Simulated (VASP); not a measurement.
# Si16H5F in VASP: notebook

Si16H5F is run at these levels: PBE+D3(BJ); tasks: single point, relaxation of the atoms.

Program: VASP 6.6.1. These are calculated values, not measurements. Logs are shortened: lines on timing, memory, paths and dates and some standing lists are left out, and cuts for length are marked.

### 1 The cell of the first run

The cell holds a slab with vacuum, 22 atoms: a = 7.679 Å, b = 7.679 Å, c = 16.419 Å, α = 90.00°, β = 90.00°, γ = 60.00°.

### 2 Single point, PBE+D3(BJ)

The input, INCAR:

```
PREC = Accurate
ENCUT = 520
EDIFF = 1E-6
ISMEAR = 0
SIGMA = 0.02
LREAL = Auto
LASPH = True
NELM = 80
ALGO = Normal
ISIF = 2
LWAVE = False
LCHARG = False
GGA = PE
IVDW = 12
NBANDS = 55
```

The input, KPOINTS:

```
regular mesh
0
Gamma
  2 2 1
```

The input, POSCAR:

```
Si16H5F
1.0
    7.6791800000      0.0000000000      0.0000000000
    3.8395900000      6.6503650000      0.0000000000
    0.0000000000      0.0000000000     16.4187650000
H Si F
5 16 1
Direct
    0.1666667000      0.1666667000      0.0609059000
    0.6666667000      0.1666667000      0.0609059000
    0.1666667000      0.6666667000      0.0609059000
    0.6666667000      0.6666667000      0.0609059000
    0.7589419599      0.2333499917      0.4946844973
    0.1666667000      0.1666667000      0.1522648000
    0.6666667000      0.1666667000      0.1522648000
    0.1666667000      0.6666667000      0.1522648000
    0.6666667000      0.6666667000      0.1522648000
   -0.1658802925      0.3332305744      0.1955949381
    0.3338394921      0.3327137949      0.1991406098
   -0.1671384169      0.8338712714      0.1986186937
    0.3315794467      0.8335924975      0.2014645157
   -0.1656529698      0.3409527127      0.3369966989
    0.3471691248      0.3379431945      0.3427873048
   -0.1370777035      0.8017354393      0.3444452223
    0.3641541234      0.7958606075      0.3490799360
    0.0161026491     -0.0051697906      0.3586656741
    0.5174196920     -0.0093935938      0.3492974556
    0.0206019920      0.4754380698      0.3968001598
    0.5262983219      0.4727882733      0.4110352993
    0.8768634279      0.1027009486      0.5058819267
```

Potentials or basis: VASP PAW PBE potentials, release 64 (H, Si, F).

On the command line:

```console
cat potpaw_PBE.64/H/POTCAR potpaw_PBE.64/Si/POTCAR potpaw_PBE.64/F/POTCAR > POTCAR
mpirun -np 1 vasp_std > vasp.out
```

OUTCAR:

```text
PREC = Accurate
   ENCUT = 520
   EDIFF = 1E-6
   ISMEAR = 0
   LREAL = Auto
   LASPH = True
   NELM = 80
   ISIF = 2
   GGA = PE
   IVDW = 12
 IVDW          = 12

 ion  position               nearest neighbor table
   1  0.167  0.167  0.061-   6 1.50
   2  0.667  0.167  0.061-   7 1.50
   3  0.167  0.667  0.061-   8 1.50
   4  0.667  0.667  0.061-   9 1.50
   5  0.759  0.233  0.495-  22 0.98
   6  0.167  0.167  0.152-   1 1.50  10 2.32  11 2.35  13 2.36
   7  0.667  0.167  0.152-   2 1.50  10 2.33  12 2.34  11 2.34
   8  0.167  0.667  0.152-   3 1.50  12 2.35  13 2.35  11 2.35
   9  0.667  0.667  0.152-   4 1.50  10 2.33  12 2.34  13 2.37
  10  0.834  0.333  0.196-  14 2.32   6 2.32   9 2.33   7 2.33
  11  0.334  0.333  0.199-   7 2.34   6 2.35   8 2.35  15 2.36
  12  0.833  0.834  0.199-   7 2.34   9 2.34   8 2.35  16 2.41
  13  0.332  0.834  0.201-   8 2.35   6 2.36   9 2.37  17 2.44
  14  0.834  0.341  0.337-  10 2.32  18 2.33  20 2.36  21 2.39
  15  0.347  0.338  0.343-  19 2.31  20 2.35  11 2.36  21 2.38
  16  0.863  0.802  0.344-  19 2.30  18 2.32  20 2.33  12 2.41
  17  0.364  0.796  0.349-  19 2.32  18 2.33  21 2.38  13 2.44
  18  0.016  0.995  0.359-  16 2.32  17 2.33  14 2.33
  19  0.517  0.991  0.349-  16 2.30  15 2.31  17 2.32
  20  0.021  0.475  0.397-  16 2.33  15 2.35  14 2.36
  21  0.526  0.473  0.411-  15 2.38  17 2.38  14 2.39
  22  0.877  0.103  0.506-   5 0.98

  LATTYP: Found a hexagonal cell.
 ALAT       =     7.6791800344
 C/A-ratio  =     2.1380883019

  Lattice vectors:

 A1 = (  -3.8395900000,  -6.6503650000,   0.0000000000)
 A2 = (   7.6791800000,   0.0000000000,   0.0000000000)
 A3 = (   0.0000000000,   0.0000000000,  16.4187650000)

Analysis of symmetry for initial positions (statically):
=====================================================================
 Subroutine PRICEL returns:
 Original cell was already a primitive cell.

 Routine SETGRP: Setting up the symmetry group for a
 hexagonal supercell.

 Subroutine GETGRP returns: Found  1 space group operations
 (whereof  1 operations were pure point group operations)
 out of a pool of 24 trial point group operations.

The static configuration has the point symmetry C_1 .

Analysis of symmetry for dynamics (positions and initial velocities):
=====================================================================
 Subroutine PRICEL returns:
 Original cell was already a primitive cell.

 Routine SETGRP: Setting up the symmetry group for a
 hexagonal supercell.

 Subroutine GETGRP returns: Found  1 space group operations
 (whereof  1 operations were pure point group operations)
 out of a pool of 24 trial point group operations.

The dynamic configuration has the point symmetry C_1 .

 Subroutine INISYM returns: Found  1 space group operations
 (whereof  1 operations are pure point group operations),
 and found     1 'primitive' translations

----------------------------------------------------------------------------------------

                                     Primitive cell

  volume of cell :     838.4957

  direct lattice vectors                    reciprocal lattice vectors
     7.679180000  0.000000000  0.000000000     0.130222237 -0.075183843  0.000000000
     3.839590000  6.650365000  0.000000000     0.000000000  0.150367687  0.000000000
     0.000000000  0.000000000 16.418765000     0.000000000  0.000000000  0.060905921

  length of vectors
     7.679180000  7.679180034 16.418765000     0.150367687  0.150367687  0.060905921

  position of ions in fractional coordinates (direct lattice)
     0.166666700  0.166666700  0.060905900
     0.666666700  0.166666700  0.060905900
     0.166666700  0.666666700  0.060905900
     0.666666700  0.666666700  0.060905900
     0.758941960  0.233349992  0.494684497
     0.166666700  0.166666700  0.152264800
[... 14 lines left out ...]
     0.526298322  0.472788273  0.411035299
     0.876863428  0.102700949  0.505881927

  ion indices of the primitive-cell ions
   primitive index   ion index
                 1           1
                 2           2
                 3           3
                 4           4
                 5           5
                 6           6
[... 14 lines left out ...]
                21          21
                22          22

----------------------------------------------------------------------------------------

 KPOINTS: regular mesh

Automatic generation of k-mesh.
 Grid dimensions read from file:
 generate k-points for:    2    2    1

 Generating k-lattice:

  Cartesian coordinates                     Fractional coordinates (reciprocal lattice)
     0.065111119 -0.037591922  0.000000000     0.500000000 -0.000000000  0.000000000
     0.000000000  0.075183843  0.000000000     0.000000000  0.500000000  0.000000000
     0.000000000  0.000000000  0.060905921     0.000000000  0.000000000  1.000000000

  Length of vectors
     0.075183844  0.075183843  0.060905921

  Shift w.r.t. Gamma in fractional coordinates (k-lattice)
     0.000000000  0.000000000  0.000000000

 Subroutine IBZKPT returns following result:
 ===========================================

 Found      4 irreducible k-points:

 Following reciprocal coordinates:
            Coordinates               Weight
  0.000000  0.000000  0.000000      1.000000
  0.500000 -0.000000  0.000000      1.000000
  0.500000  0.500000  0.000000      1.000000
  0.000000  0.500000  0.000000      1.000000
   k-points           NKPTS =      4   k-points in BZ     NKDIM =      4   number of bands    NBANDS=     55
   number of dos      NEDOS =    301   number of ions     NIONS =     22
   total plane-waves  NPLWV = 453600
   dimension x,y,z NGX =    60 NGY =   60 NGZ =  126
   dimension x,y,z NGXF=   120 NGYF=  120 NGZF=  252
   ions per type =               5  16   1
   NGX,Y,Z   is equivalent  to a cutoff of  12.99, 12.99, 12.76 a.u.
   NGXF,Y,Z  is equivalent  to a cutoff of  25.98, 25.98, 25.52 a.u.
 SYSTEM =  unknown system
   PREC   = accura    normal or accurate (medium, high low for compatibility)
   ISTART =      0    job   : 0-new  1-cont  2-samecut
   ICHARG =      2    charge: 1-file 2-atom 10-const
   ISPIN  =      1    spin polarized calculation?
   LNONCOLLINEAR =      F non collinear calculations
   LSORBIT =      F    spin-orbit coupling
   LASPH  =      T    aspherical Exc in radial PAW
   ENCUT  =  520.0 eV  38.22 Ry    6.18 a.u.  14.28 14.28 30.53*2*pi/ulx,y,z
   NELM   =     80;   NELMIN=  2; NELMDL= -5     # of ELM steps
   EDIFF  = 0.1E-05   stopping-criterion for ELM
   LREAL  =      T    real-space projection
   EDIFFG = 0.1E-04   stopping-criterion for IOM
   NSW    =      0    number of steps for IOM
   IBRION =     -1    ionic relax: 0-MD 1-quasi-New 2-CG
   NFREE  =      0    steps in history (QN), initial steepest desc. (CG)
   ISIF   =      2    stress and relaxation
   ISYM   =      2    0-nonsym 1-usesym 2-fastsym
   POTIM  = 0.5000    time-step for ionic-motion
   TEBEG  =    0.0;   TEEND  =   0.0 temperature during run
   PSTRESS=    0.0 pullay stress
   NELECT =      76.0000    total number of electrons
   NUPDOWN=      -1.0000    fix difference up-down
   EMIN   =  10.00;   EMAX   =-10.00  energy-range for DOS
   EFERMI =   0.00;   METHOD = LEGACY
   ISMEAR =     0;   SIGMA  =   0.02  broadening in eV -4-tet -1-fermi 0-gaus
   EFERMI_NEDOS =   21; number of points for ismear=-14 and -15
   IALGO  =     38    algorithm
   IMIX   =      4    mixing-type and parameters
     AMIX     =   0.40;   BMIX     =  1.00
     AMIX_MAG =   1.60;   BMIX_MAG =  1.00
  volume/ion in A,a.u.               =      38.11       257.20
  Fermi-wavevector in a.u.,A,eV,Ry     =   0.735381  1.389669  7.357830  0.540785
  Thomas-Fermi vector in A             =   1.828564
   LORBIT       =      0    0 simple, 1 ext, 2 COOP (PROOUT), +10 PAW based schemes
   GGA     = PE    functional components
   LHFCALC =     F    Hartree Fock is set to
   AEXX    =    0.0000 exact exchange contribution
   IVDW    =    12    specifies the selected vdW correction
   LEPSILON=     F    determine dielectric tensor
   LRPA    =     F    only Hartree local field effects (RPA)
 non-spin polarized calculation
 Gauss-broadening in eV      SIGMA  =   0.02
  energy-cutoff  :      520.00
  volume of cell :      838.50
 maximum number of plane-waves:     22627
 NGX is ok and might be reduce to    60
   NGX = 29   NGY = 29   NGZ = 61

 number of electron      76.0000005 magnetization

 Free energy of the ion-electron system (eV)
  ---------------------------------------------------
  ext. energy  EPLUGINS =         0.00000000
  ---------------------------------------------------
  free energy    TOTEN  =      -102.41497196 eV

  energy without entropy =     -102.40972404  energy(sigma->0) =     -102.41234800

 E-fermi :  -0.6657     XC(G=0):  -4.7695

 val. band max:       -0.6715412583   @ k =   0.0000   0.5000   0.0000
 cond. band min:      -0.6599082130   @ k =   0.5000  -0.0000   0.0000
 fundamental gap:      0.0116330453
 Fermi energy:        -0.6656679610

 k-point     1 :       0.0000    0.0000    0.0000
  band No.  band energies     occupation
      1     -25.9364      2.00000
      2     -12.2347      2.00000
      3     -10.9102      2.00000
      4     -10.0590      2.00000
      5     -10.0040      2.00000
      6      -9.9595      2.00000
[... 42 lines left out ...]
     49       2.0113      0.00000
     50       2.1360      0.00000

 k-point     2 :       0.5000   -0.0000    0.0000
  band No.  band energies     occupation
      1     -25.9364      2.00000
      2     -11.5476      2.00000
      3     -11.4978      2.00000
      4     -10.3099      2.00000
      5     -10.2642      2.00000
      6     -10.1681      2.00000
[... 42 lines left out ...]
     49       3.0992      0.00000
     50       3.1769      0.00000

 k-point     3 :       0.5000    0.5000    0.0000
  band No.  band energies     occupation
      1     -25.9364      2.00000
      2     -11.5434      2.00000
      3     -11.5093      2.00000
      4     -10.2983      2.00000
      5     -10.2580      2.00000
      6     -10.1544      2.00000
[... 42 lines left out ...]
     49       3.0848      0.00000
     50       3.1281      0.00000

 k-point     4 :       0.0000    0.5000    0.0000
  band No.  band energies     occupation
      1     -25.9364      2.00000
      2     -11.6766      2.00000
      3     -11.3533      2.00000
      4     -10.2736      2.00000
      5     -10.2424      2.00000
      6     -10.1792      2.00000
[... 42 lines left out ...]
     49       2.9707      0.00000
     50       3.1924      0.00000
 [bands above 50 left out]

------------------------ aborting loop because EDIFF is reached ----------------------------------------

 Edisp (eV)   -4.09453

 E8    (eV) :    -1.7297

  FORCE on cell =-STRESS in cart. coord.  units (eV):
  Direction    XX          YY          ZZ          XY          YZ          ZX
  --------------------------------------------------------------------------------------
  -------------------------------------------------------------------------------------
  Total       0.26195     0.45959     0.20905     0.58891     0.10605    -0.12882
  in kB       0.50052     0.87818     0.39945     1.12527     0.20264    -0.24614
  external pressure =        0.59 kB  Pullay stress =        0.00 kB

 VOLUME and BASIS-vectors are now :
 -----------------------------------------------------------------------------
  energy-cutoff  :      520.00
  volume of cell :      838.50
      direct lattice vectors                 reciprocal lattice vectors
     7.679180000  0.000000000  0.000000000     0.130222237 -0.075183843  0.000000000
     3.839590000  6.650365000  0.000000000     0.000000000  0.150367687  0.000000000
     0.000000000  0.000000000 16.418765000     0.000000000  0.000000000  0.060905921

 POSITION                                       TOTAL-FORCE (eV/Angst)
 -----------------------------------------------------------------------------------
      1.91980      1.10839      1.00000         0.078389     -0.125197     -0.066193
      5.75939      1.10839      1.00000         0.014451     -0.077099     -0.102771
      3.83959      4.43358      1.00000         0.030463      0.013890     -0.097925
      7.67918      4.43358      1.00000        -0.029406      0.102238     -0.070871
      6.72402      1.55186      8.12211        -0.072952      0.178459     -0.027848
      1.91980      1.10839      2.50000         0.115819      0.002346      0.203413
[... 14 lines left out ...]
      5.85685      3.14421      6.74869        -0.006879     -0.004184     -0.005438
      7.12792      0.68300      8.30596         0.071802     -0.170843      0.021622
 -----------------------------------------------------------------------------------
    total drift:                                0.002938     -0.004847      0.041058

  FREE ENERGIE OF THE ION-ELECTRON SYSTEM (eV)
  ---------------------------------------------------
  free  energy   TOTEN  =      -106.5095064383 eV

  energy  without entropy=     -106.5042585227  energy(sigma->0) =     -106.50688248
```

It took 8.7 min on 1 thread of Intel Xeon Platinum 8259CL at 2.50GHz (Skylake/Cascade Lake), shared host; peak memory 0.88 GiB.

What came out:

* Free energy: -106.5095 eV
* Largest force: 0.234 eV/Å
* Band gap on the k mesh: zero (bands 38 and 39 overlap by 0.04 eV)
* Dispersion energy per atom: -0.186 eV

Forces in eV/Å, atoms in the order of the input:
```
H    0.078 -0.125 -0.066
H    0.014 -0.077 -0.103
H    0.030  0.014 -0.098
H   -0.029  0.102 -0.071
H   -0.073  0.178 -0.028
Si   0.116  0.002  0.203
Si  -0.056  0.080 -0.013
Si  -0.037 -0.055  0.080
Si  -0.118  0.077  0.088
Si  -0.003  0.000  0.009
Si   0.006  0.005  0.004
Si  -0.002 -0.009  0.008
Si  -0.004 -0.013 -0.002
Si   0.003  0.000 -0.006
Si   0.000 -0.004 -0.005
Si  -0.002  0.006 -0.007
Si   0.004  0.008 -0.005
Si   0.000 -0.013  0.005
Si   0.007 -0.009  0.003
Si   0.001  0.008 -0.013
Si  -0.007 -0.004 -0.005
F    0.072 -0.171  0.022
```

Caveat: the k points lie up to 0.47 Å⁻¹ apart; there is no dipole correction, which matters where the two faces differ.

(Continued in part 2 of 2.)

The gap in the log of VASP goes by the Fermi energy; the results here count the filled bands.